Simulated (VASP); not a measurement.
Wanted: the native input for a VASP 6.6.1 run.

| Quantity | Value |
| --- | --- |
| Task | single point |
| Functional | PBE |
| Potentials or basis | VASP PAW PBE potentials, release 64 (Ag_sv_GW, W_sv) |
| Cutoff | 630 eV |
| k mesh | 6 × 6 × 6 |
| Occupations | gaussian, width 0.1 eV |
| Spin | no spin polarisation |
| Dipole correction | no |
| Further INCAR settings | ALGO = Normal; EDIFF = 1e-06; NBANDS = 30 |

The structure of AgW2 lies in POSCAR:

```
AgW2
1.0
    1.5262398443      0.8811749850      6.6269459531
   -1.5262398443      0.8811749850      6.6269459531
    0.0000000000     -1.7623499700      6.6269459531
Ag W
1 2
Direct
    0.0000000000      0.0000000000      0.0000000000
    0.7879012170      0.7879012170      0.7879012170
    0.2120987830      0.2120987830      0.2120987830
```

The input as run:

INCAR

```
  PREC = Accurate
  ENCUT = 630
  EDIFF = 1E-6
  ISMEAR = 0
  SIGMA = 0.1
  LREAL = F
  LASPH = T
  NELM = 120
  ALGO = Normal
  ISIF = 2
  LWAVE = F
  LCHARG = F
  GGA = PE
  NBANDS = 30
  GGA_COMPAT = F
```

KPOINTS

```
regular mesh
0
Gamma
  6 6 6
```

Potentials or basis: VASP PAW PBE potentials, release 64 (Ag_sv_GW, W_sv).

The run is started by

```bash
$ cat potpaw_PBE.64/Ag_sv_GW/POTCAR potpaw_PBE.64/W_sv/POTCAR > POTCAR
$ mpirun -np 1 vasp_std > vasp.out
```

Results of the run:

| Property | Result |
| --- | --- |
| Pressure | 0.4 GPa |
| Largest force | 0.082 eV/Å |
| Band gap on the k mesh | zero (an odd number of electrons rules out a gap without spin polarisation) |

Caveat: the k points lie up to 0.40 Å⁻¹ apart, too coarse for converged energies and pressures of a metal; spin-orbit coupling is left out, which moves the levels of the heavy elements.

It took 3.3 min on 1 thread of AMD EPYC 9R45 96-Core Processor (Zen 5), with other jobs on the host, peak memory 0.44 GiB.
